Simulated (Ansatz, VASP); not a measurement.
**KTaO3: VASP beside Ansatz**

INCAR

```
  PREC = Accurate
  ENCUT = 520
  EDIFF = 1E-7
  ISMEAR = 0
  SIGMA = 0.05
  LREAL = False
  LASPH = True
  NELM = 60
  ALGO = Normal
  ISIF = 2
  LWAVE = False
  LCHARG = False
  GGA = PS
  NBANDS = 27
```

KPOINTS

```
Automatic mesh
0
Gamma
  8 8 8
```

POSCAR

```
KTaO3
1.0
    4.1999302450      0.0000000000      0.0000000000
    0.0000000000      4.1999302450      0.0000000000
    0.0000000000      0.0000000000      3.8756956301
K Ta O
1 1 3
Direct
    0.5000000000      0.5000000000      0.5000000000
    0.0000000000      0.0000000000      0.0000000000
    0.5000000000      0.0000000000      0.0000000000
    0.0000000000      0.5000000000      0.0000000000
    0.0000000000      0.0000000000      0.5000000000
```

Input for Ansatz:

```yaml
crystal:
  lattice:
    - [4.199930245, 0.0, 0.0]
    - [0.0, 4.199930245, 0.0]
    - [0.0, 0.0, 3.8756956301]
  atoms:
    - { symbol: K, position: [0.5, 0.5, 0.5] }
    - { symbol: Ta, position: [0.0, 0.0, 0.0] }
    - { symbol: O, position: [0.5, 0.0, 0.0] }
    - { symbol: O, position: [0.0, 0.5, 0.0] }
    - { symbol: O, position: [0.0, 0.0, 0.5] }
basis:
  ecutwfc: 520.0
kpoints:
  mp_grid: { grid: [8, 8, 8] }
hamiltonian:
  xc: pbesol
  pseudopotentials: { kind: paw }
scf:
  occupations: { method: gaussian, width: 0.05 }
output:
  forces: true
  stress: true
  eigenvalues: true
```

Alike in both runs: task single point; functional PBEsol; k mesh 8 × 8 × 8; occupations gaussian, width 0.05 eV; no spin polarisation.

|  | VASP | Ansatz |
| --- | --- | --- |
| version | VASP 6.6.1 | Ansatz 0.2.0 |
| potentials or method | VASP PAW PBE potentials, release 64 (K_sv, Ta_pv, O), cutoff 520 eV | scalar-relativistic, plane waves, PAW |
| valence electrons in the cell | 38 | 40 |

|  | VASP | Ansatz | Ansatz less VASP |
| --- | --- | --- | --- |
| gap on the k mesh at the Fermi level (eV) | 1.78 | 1.82 | +0.039 |
| least direct gap on the mesh (eV) | 2.39 | 2.43 | +0.039 |
| pressure (GPa) | -10.5 | -11.0 | -0.52 |
| traceless stress, the component that is largest in VASP (GPa) | 17.06 | 16.76 | -0.306 |

VASP's potentials were made for PBE, not for PBEsol. VASP's potentials hold 38 valence electrons a cell and Ansatz's 40, so a difference there can come from the potentials and not from the codes.

Neither program's run includes spin-orbit coupling.
